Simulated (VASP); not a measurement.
TaN: single point with PBEsol

TaN:

```
Ta N
1.0
     3.13930    0.00000   -0.00063
    -1.56965    2.71872    0.00000
     1.56915    0.90595    2.47465
Ta N
1 1
Direct
  0.00000 0.00000 0.00000
  0.00000 0.50000 0.50000
```

```yaml
Program: VASP 6.6.1
Task: single point
Functional: PBEsol
Potentials_or_basis: VASP PAW PBE potentials, release 64 (Ta_pv, N)
Cutoff: 520 eV
k_mesh: 12 × 12 × 14
Occupations: gaussian, width 0.1 eV
Spin: no spin polarisation
```

* Pressure: -2.0 GPa
* Band gap on the k mesh: zero (band 8 reaches 11.59 eV, above the bottom of band 9 at 7.11 eV)

Stress tensor (GPa, compression positive):
```
-3.46  0.05 -0.04
 0.05 -3.52 -0.02
-0.04 -0.02  0.90
```

Levels at points of the mesh, in eV from the Fermi level:
| k point | band 5 | band 6 | band 7 | band 8 | band 9 | band 10 | band 11 | band 12 |
| --- | --- | --- | --- | --- | --- | --- | --- | --- |
| (0.00, 0.00, 0.00) | -3.86 | -3.86 | -3.67 | -2.34 | -2.34 | -1.78 | 0.05 | 0.06 |
| (0.50, 0.00, 0.00) | -6.64 | -5.54 | -4.72 | -4.51 | 2.09 | 3.55 | 3.64 | 4.63 |
| (0.00, 0.50, 0.00) | -10.46 | -7.71 | -7.36 | 1.58 | 1.63 | 2.50 | 3.89 | 7.49 |
| (0.50, 0.50, 0.00) | -10.46 | -7.71 | -7.36 | 1.58 | 1.63 | 2.50 | 3.89 | 7.49 |
| (0.00, 0.00, 0.50) | -10.41 | -7.83 | -7.83 | 2.15 | 2.15 | 2.19 | 3.72 | 7.81 |
| (0.50, 0.00, 0.50) | -10.45 | -7.72 | -7.37 | 1.58 | 1.63 | 2.51 | 3.89 | 7.48 |
| (0.00, 0.50, 0.50) | -6.64 | -5.54 | -4.72 | -4.51 | 2.09 | 3.54 | 3.64 | 4.63 |
| (0.50, 0.50, 0.50) | -6.64 | -5.54 | -4.72 | -4.51 | 2.09 | 3.54 | 3.64 | 4.63 |

Run time: 3.7 min on 1 thread of Intel(R) Xeon(R) Platinum 8259CL CPU @ 2.50GHz (Skylake/Cascade Lake), with other jobs on the host, peak memory 0.42 GiB.

Caveat: the PAW data sets were made with another functional, which shifts forces and pressure a little; spin-orbit coupling is left out, which moves the levels of the heavy elements.
